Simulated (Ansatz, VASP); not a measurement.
This is a calculation of Rb for VASP 6.6.1.

Contents of INCAR:

```
SYSTEM = Rb
PREC     = Accurate       ! precision mode
ENCUT    = 520            ! plane-wave cutoff, eV
EDIFF    = 1E-6           ! SCF threshold, eV
ISMEAR   = 0              ! smearing method
SIGMA    = 0.1            ! smearing width, eV
LREAL    = .False.        ! projectors in reciprocal space
LASPH    = .True.         ! aspherical terms in the spheres
NELM     = 80             ! most SCF steps
ALGO     = Normal         ! electronic algorithm
ISIF     = 2              ! what is computed and relaxed
LWAVE    = .False.        ! write WAVECAR
LCHARG   = .False.        ! write CHGCAR
GGA      = PS             ! functional
NBANDS   = 10             ! bands
```

The input KPOINTS:

```
regular mesh
0
Gamma
  7 7 7
  0 0 0
```

File POSCAR:

```
Rb
1.0
   -2.8025000000      2.8025000000      2.8025000000
    2.8025000000     -2.8025000000      2.8025000000
    2.8025000000      2.8025000000     -2.8025000000
Rb
1
Direct
    0.0000000000      0.0000000000      0.0000000000
```

Potentials or basis: VASP PAW PBE potentials, release 64 (Rb_sv).

Run with:

```sh
$ cat potpaw_PBE.64/Rb_sv/POTCAR > POTCAR
$ mpirun -np 1 vasp_std > vasp.out
```

Task: Set up the same calculation for Ansatz 0.2.0. Potentials there: all-electron LAPW, scalar-relativistic.

Result: As run (the cutoff follows the program's own potentials):

File input.yaml:

```yaml
crystal:
  lattice:
    - [-2.8025, 2.8025, 2.8025]
    - [2.8025, -2.8025, 2.8025]
    - [2.8025, 2.8025, -2.8025]
  atoms:
    - { symbol: Rb, position: [0.0, 0.0, 0.0] }
kpoints:
  mp_grid: { grid: [7, 7, 7] }
scf:
  occupations: { method: gaussian, width: 0.1 }
hamiltonian:
  xc: pbesol
  pseudopotentials: { kind: all_electron, lapw: { basis_error: 0.001 } }
output:
  forces: true
  stress: true
  eigenvalues: true
```

Potentials or basis: all-electron LAPW, scalar-relativistic.

Command:

```bash
$ ansatz run input.yaml --threads 1 --pin off --max-ram 3072MiB --backend cpu --events-out ev --progress --plain --runs-dir out
```

Both were run:

|  | VASP | Ansatz | Ansatz less VASP |
| --- | --- | --- | --- |
| gap on the k mesh at the Fermi level (eV) | none | none | - |
| pressure (GPa) | -0.1 | -0.1 | 0.00 |

VASP's potentials were made for PBE, not for PBEsol. A gap of «none» marks a metal or a gap that the smearing closes. Ansatz ran all-electron here, and VASP with PAW potentials.
